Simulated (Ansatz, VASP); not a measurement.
## Two plane-wave programs on AlH6

Contents of INCAR:

```
PREC = Accurate
ENCUT = 600
EDIFF = 1E-7
ISMEAR = 0
SIGMA = 0.1
LREAL = F
LASPH = T
NELM = 100
ALGO = Normal
ISIF = 3
LWAVE = F
LCHARG = F
GGA = PE
IBRION = 2
NSW = 100
EDIFFG = -0.01
```

KPOINTS

```
regular mesh
0
Gamma
  10 10 6
```

Contents of POSCAR:

```
AlH6
1.0
    3.5402939388      0.0000000000      0.0000000000
    0.0000000000      3.5402939388      0.0000000000
    0.0000000000      0.0000000000      8.5152194902
Al H
1 6
Direct
    0.5000000000      0.5000000000      0.6045561128
    0.3947632331      0.0000000000      0.1171820617
    0.6052367669      0.0000000000      0.1171820617
    0.0000000000      0.3947632331      0.1171820617
    0.0000000000      0.6052367669      0.1171820617
    0.5000000000      0.0000000000      0.5839567951
    0.0000000000      0.5000000000      0.5839567951
```

Input for Ansatz:

```yaml
crystal:
  lattice:
    - [3.5402939388, 0.0, 0.0]
    - [0.0, 3.5402939388, 0.0]
    - [0.0, 0.0, 8.5152194902]
  atoms:
    - { symbol: Al, position: [0.5, 0.5, 0.6045561128] }
    - { symbol: H, position: [0.3947632331, 0.0, 0.1171820617] }
    - { symbol: H, position: [0.6052367669, 0.0, 0.1171820617] }
    - { symbol: H, position: [0.0, 0.3947632331, 0.1171820617] }
    - { symbol: H, position: [0.0, 0.6052367669, 0.1171820617] }
    - { symbol: H, position: [0.5, 0.0, 0.5839567951] }
    - { symbol: H, position: [0.0, 0.5, 0.5839567951] }
basis:
  ecutwfc: 420
kpoints:
  mp_grid: { grid: [10, 10, 6] }
hamiltonian:
  xc: pbe
scf:
  occupations: { method: gaussian, width: 0.1 }
output:
  forces: true
  stress: true
  eigenvalues: true
  write_density: true
  write_potential: true
  elf: true
  volumetric_format: npy
relax:
  adjacent_minimum: "off"
  f_tol: 0.01
  max_steps: 80
  cell: { stress_tol: 0.05 }
```

Alike in both runs: task relaxation of cell and atoms; functional PBE; k mesh 10 × 10 × 6; occupations gaussian, width 0.1 eV; no spin polarisation.

|  | VASP | Ansatz |
| --- | --- | --- |
| version | VASP 6.6.1 | Ansatz 0.2.0 |
| potentials or method | VASP PAW PBE potentials, release 64 (Al, H), cutoff 600 eV | scalar-relativistic, plane waves, PAW |
| valence electrons in the cell | 9 | 9 |

Ansatz gave:

- gap on the k mesh at the Fermi level, each at its own relaxed structure (eV): none
- relaxed volume (Å³/atom): 15.25
- relaxed cell length with the largest relative difference (Å): 3.540

What did VASP give for the same quantities?

gap on the k mesh at the Fermi level, each at its own relaxed structure (eV): none; relaxed volume (Å³/atom): 15.24; relaxed cell length with the largest relative difference (Å): 3.540.

A gap of «none» marks a metal or a gap that the smearing closes.
